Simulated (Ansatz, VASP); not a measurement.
Si2N: VASP beside Ansatz

```xyz
6
Lattice="3.6079 0.0000 0.0000 0.0000 7.9733 0.0000 0.0000 0.0000 2.6307" Properties=species:S:1:pos:R:3 pbc="T T T"
Si    1.8040    2.6394    0.0000
Si    0.0000    6.6261    1.3154
Si    1.8039    5.3338    0.0000
Si    3.6079    1.3472    1.3154
N     0.0000    0.0000    0.0000
N     1.8039    3.9866    1.3154
```

Change from the starting cell: species swapped into the NiF2 type (Pnnm, No. 58).

Alike in both runs: functional PBE; k mesh 4 × 4 × 6; occupations gaussian, width 0.1 eV; no spin polarisation.

Ansatz relaxed the structure, and its values are those at the end. VASP's run is a single point on that final structure, the one shown.

```csv
,VASP,Ansatz
version,VASP 6.6.1,Ansatz 0.2.0
potentials or method,"VASP PAW PBE potentials, release 64 (Si, N), cutoff 520 eV","scalar-relativistic, plane waves, PAW"
valence electrons in the cell,26,26
```

```tsv
	VASP	Ansatz	Ansatz less VASP
gap on the k mesh at the Fermi level (eV)	none	none	-
pressure (GPa)	-0.1	0.0	+0.09
rms of the force components (eV/Å)	0.005	0.000	-0.0043
```

A gap of «none» marks a metal or a gap that the smearing closes.

The k mesh is coarse, so the values compare programs but aren't converged.
